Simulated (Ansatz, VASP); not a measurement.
## Ti3Al: VASP beside Ansatz

```
Ti Al
1.0
     2.98090    0.00000    0.00000
    -1.49045    2.58154    0.00000
     0.00000    0.00000    9.39274
Ti Al
3 1
Direct
  0.66667 0.33333 0.00000
  0.33333 0.66667 0.75046
  0.33333 0.66667 0.24954
  0.66667 0.33333 0.50000
```

Alike in both runs: task single point; functional PBE; k mesh 18 × 18 × 6; occupations gaussian, width 0.15 eV; no spin polarisation.

|  | VASP | Ansatz |
| --- | --- | --- |
| version | VASP 6.6.1 | Ansatz 0.2.0 |
| potentials or method | VASP PAW PBE potentials, release 64 (Ti_sv, Al), cutoff 520 eV | scalar-relativistic, plane waves, PAW |
| valence electrons in the cell | 39 | 39 |

```csv
,VASP,Ansatz,Ansatz less VASP
gap on the k mesh at the Fermi level (eV),none,none,-
pressure (GPa),-5.2,-5.1,+0.10
"traceless stress, the component that is largest in VASP (GPa)",-0.27,-0.29,-0.014
rms of the force components (eV/Å),0.014,0.011,-0.0024
```

Atom by atom the forces differ by 0.002 eV/Å (rms over components). A gap of «none» marks a metal or a gap that the smearing closes.
